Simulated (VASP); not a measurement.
Here is a VASP 6.6.1 calculation.

INCAR

```
PREC = Accurate
ENCUT = 520
EDIFF = 1E-7
ISMEAR = 0
SIGMA = 0.15
LREAL = False
LASPH = True
NELM = 60
ALGO = Fast
ISIF = 2
LWAVE = False
LCHARG = False
GGA = PE
NBANDS = 12
```

File KPOINTS:

```
regular mesh
0
Gamma
  22 22 22
```

POSCAR

```
Au
1.0
   -0.6467222448      1.7784861733      1.7784861733
    1.7784861733     -0.6467222448      1.7784861733
    1.7784861733      1.7784861733     -0.6467222448
Au
1
Direct
    0.0000000000      0.0000000000      0.0000000000
```

Potentials or basis: VASP PAW PBE potentials, release 64 (Au).

Command:

```console
$ cat potpaw_PBE.64/Au/POTCAR > POTCAR
$ mpirun -np 1 vasp_std > vasp.out
```

(1) Predict the pressure.

Answers

(1) 30.7 GPa.
